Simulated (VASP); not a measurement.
Here is a VASP 6.6.1 calculation.

The input INCAR:

```
SYSTEM = Ge
PREC = Accurate
ENCUT = 600
EDIFF = 1E-6
ISMEAR = -1
SIGMA = 0.1
LREAL = .FALSE.
LASPH = .TRUE.
NELM = 100
ALGO = Normal
ISIF = 3
LWAVE = .FALSE.
LCHARG = .FALSE.
GGA = CA
IBRION = 2
NSW = 80
EDIFFG = -0.01
```

KPOINTS

```
Automatic mesh
0
G
  5 5 5
  0 0 0
```

POSCAR

```
Ge
1.0
    5.3590374343      0.0000000000      0.0000000000
    0.0000000000      5.3590374343      0.0000000000
    0.0000000000      0.0000000000      5.3590374343
Ge
8
Direct
    0.0000000000      0.0000000000      0.0000000000
    0.5000000000      0.5000000000      0.5000000000
    0.2500000000      0.0000000000      0.5000000000
    0.7500000000      0.0000000000      0.5000000000
    0.5000000000      0.2500000000      0.0000000000
    0.5000000000      0.7500000000      0.0000000000
    0.0000000000      0.5000000000      0.2500000000
    0.0000000000      0.5000000000      0.7500000000
```

Potentials or basis: VASP PAW LDA potentials, release 64 (Ge_d).

The run is started by

```bash
$ cat potpaw_LDA.64/Ge_d/POTCAR > POTCAR
$ mpirun -np 1 vasp_std > vasp.out
```

Question: Predict the space group after relaxing (to 0.05 Å).

Answer: Pm-3n (No. 223).

Question: Estimate the relaxed volume.

Answer: 18.54 Å³/atom.

Step by step:
```csv
step,energy change (eV),largest force (eV/Å),pressure (GPa),volume (Å³)
1,0.0000,0.0000,-2.58,153.91
2,-0.0456,0.0000,0.16,147.11
3,-0.0471,0.0000,0.31,147.64
4,-0.0475,0.0000,-0.01,148.29
```
